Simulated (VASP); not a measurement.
The system is AlSi3C.

```xyz
10
Lattice="2.1279 -4.8476 0.0000 2.1279 -1.9567 -4.4351 4.4576 1.9567 4.4351" Properties=species:S:1:pos:R:3 pbc="T T T"
Al    0.0000    0.0000    0.0000
Al    3.2927   -1.4454    2.2175
C     6.0031   -3.1465    1.1088
C     2.7103   -1.7011   -1.1088
Si    4.9391   -0.7227    1.1088
Si    3.8752    0.2557    3.3263
Si    4.9391   -2.1681    3.3263
Si    3.7743   -4.1249   -1.1088
Si    2.7103   -3.1465    1.1088
Si    1.6464   -0.7227    1.1088
```

| Quantity | Value |
| --- | --- |
| Program | VASP 6.6.1 |
| Task | relaxation of cell and atoms |
| Functional | r2SCAN |
| Potentials or basis | VASP PAW PBE potentials, release 64 (Al, C, Si) |
| Cutoff | 600 eV |
| k mesh | 5 × 5 × 5 |
| Occupations | fermi-dirac, width 0.1 eV |
| Spin | no spin polarisation |

At the start: pressure 34.4 GPa; volume 14.16 Å³/atom.

Problem. Where does the relaxation end?

Solution. Over 10 steps the energy falls by 1047.7 meV/atom and the volume is 17.22 Å³/atom (+21.6 %); space group R-3m (No. 166, to 0.1 Å) before and after.

The path:
```
step  energy change (eV)  largest force (eV/Å)  pressure (GPa)  volume (Å³)
   1              0.0000                0.0000           34.44       141.58
   2             -5.2550                0.0000           -7.38       212.42
   3             -5.4802                0.0000           -3.24       195.23
   4             -5.4798                0.0000           -4.18       198.45
   5             -7.6240                0.0000           -5.67       194.02
   6            -10.2663                0.0000           -4.00       181.81
   7            -10.4288                0.0000           -1.78       176.79
   8            -10.4288                0.0000           -2.47       178.11
   9            -10.4572                0.0000            1.77       168.58
  10            -10.4767                0.0000            0.02       172.18
```

Final structure:
```
Al C Si
1.0
     1.93113   -4.39925    0.00000
     1.93113   -1.77576   -4.02492
     6.98579    3.06654    4.86626
Al C Si
2 2 6
Direct
  0.00000 0.00000 0.00000
  0.50000 0.00000 0.50000
  0.75000 0.50000 0.75000
  0.25000 0.50000 0.25000
  0.25000 0.50000 0.75000
  0.25000 0.00000 0.75000
  0.75000 0.00000 0.75000
  0.75000 0.50000 0.25000
  0.75000 0.00000 0.25000
  0.25000 0.00000 0.25000
```

Caveat: the volume moved by over 15 % at a fixed basis, so the end points are rough; the PAW data sets were made with another functional, which shifts forces and pressure a little.
